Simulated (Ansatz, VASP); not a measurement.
**One calculation of Rh, two programs**

POSCAR

```
Rh
1.0
    0.0000000000      1.9015500000      1.9395810000
    1.9015500000      0.0000000000      1.9395810000
    1.9015500000      1.9015500000      0.0000000000
Rh
1
Direct
    0.0000000000      0.0000000000      0.0000000000
```

File INCAR.step1:

```
PREC = Accurate
ENCUT = 520
ISMEAR = 0
SIGMA = 0.15
LREAL = F
LASPH = T
NELM = 60
NBANDS = 14
GGA = PE
ALGO = Normal
EDIFF = 1E-4
LWAVE = T
LCHARG = F
```

The input INCAR.step2:

```
PREC = Accurate
ENCUT = 520
EDIFF = 1E-6
ISMEAR = 0
SIGMA = 0.15
LREAL = F
LASPH = T
NELM = 60
ALGO = Normal
ISIF = 2
LWAVE = F
LCHARG = T
METAGGA = R2SCAN
LMIXTAU = T
LELF = T
LVHAR = T
NBANDS = 14
ISTART = 1
```

File KPOINTS:

```
Automatic mesh
0
Gamma
  22 22 22
```

Input for Ansatz:

```yaml
crystal:
  lattice:
    - [0.0, 1.90155, 1.939581]
    - [1.90155, 0.0, 1.939581]
    - [1.90155, 1.90155, 0.0]
  atoms:
    - { symbol: Rh, position: [0.0, 0.0, 0.0] }
basis:
  ecutwfc: 500
kpoints:
  mp_grid: { grid: [22, 22, 22] }
hamiltonian:
  xc: r2scan
scf:
  occupations: { method: gaussian, width: 0.15 }
output:
  forces: true
  stress: true
  eigenvalues: true
```

Change from the starting cell: strain +0.0200 x Voigt [0, 0, 1, 0, 0, 0], atoms carried along.

Alike in both runs: task single point; functional r2SCAN; k mesh 22 × 22 × 22; occupations gaussian, width 0.15 eV; no spin polarisation.

|  | VASP | Ansatz |
| --- | --- | --- |
| version | VASP 6.6.1 | Ansatz 0.2.0 |
| potentials or method | VASP PAW PBE potentials, release 64 (Rh_pv), cutoff 520 eV | scalar-relativistic, plane waves, PAW |
| valence electrons in the cell | 15 | 17 |

```csv
,VASP,Ansatz,Ansatz less VASP
gap on the k mesh at the Fermi level (eV),none,none,-
pressure (GPa),-4.7,-5.8,-1.09
"traceless stress, the component that is largest in VASP (GPa)",-3.09,-3.08,+0.017
```

VASP's potentials were made for PBE, not for r2SCAN. A gap of «none» marks a metal or a gap that the smearing closes. VASP's potentials hold 15 valence electrons a cell and Ansatz's 17, so a difference there can come from the potentials and not from the codes.
